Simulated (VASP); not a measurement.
Ge, 2 atoms in the cell. The structure is cubic, space group Fd-3m (No. 227). Conventional cell: a = 5.630 Å, b = 5.630 Å, c = 5.630 Å, α = 90.00°, β = 90.00°, γ = 90.00°. Within 3.2 Å of Ge (site symmetry -43m) lie 4 Ge at 2.44 Å. 

- Program: VASP 6.6.1
- Task: single point
- Functional: LDA
- Potentials or basis: VASP PAW LDA potentials, release 64 (Ge_d)
- Cutoff: 520 eV
- k mesh: 10 × 10 × 10
- Occupations: methfessel-paxton, width 0.3 eV
- Spin: no spin polarisation
- Dipole correction: no
- Further INCAR settings: ALGO = Normal; EDIFF = 1e-06; NBANDS = 21

Potentials or basis: VASP PAW LDA potentials, release 64 (Ge_d).

Run with:

```bash
$ cat potpaw_LDA.64/Ge_d/POTCAR > POTCAR
$ mpirun -np 1 vasp_std > vasp.out
```

Hardware: 1 thread of Intel Xeon 8259CL, on a shared host.

How long does it take, and how much memory?

It took 73 s on 1 thread of Intel Xeon 8259CL, with other jobs on the host, peak memory 0.16 GiB. Counts: scf iterations 11, k points 47.
